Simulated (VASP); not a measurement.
Crystal: La.

```
CELL_PARAMETERS angstrom
3.69932 0.00000 0.00000
-1.84966 3.20370 0.00000
0.00000 0.00000 5.98796
ATOMIC_POSITIONS crystal
La 0.66667 0.33333 0.75000
La 0.33333 0.66667 0.25000
```

This cell differs from its parent crystal: volume scaled by 0.96.

Base run:

- Program: VASP 6.6.1
- Functional: PBEsol
- Potentials or basis: VASP PAW PBE potentials, release 64 (La)
- Cutoff: 520 eV
- k mesh: 8 × 8 × 5
- Occupations: fermi-dirac, width 0.05 eV
- Spin: no spin polarisation

Its results: band gap on the k mesh zero (band 11 reaches 9.28 eV, above the bottom of band 12 at 7.92 eV); pressure -0.5 GPa.

The run is repeated on the same cell with these changes: functional from PBEsol to r2SCAN. What comes out?

Band gap on the k mesh zero (band 11 reaches 9.73 eV, above the bottom of band 12 at 8.19 eV); pressure 2.0 GPa.

Caveats: the PAW data sets were made with another functional, which shifts forces and pressure a little; spin-orbit coupling is left out, which moves the levels of the heavy elements.
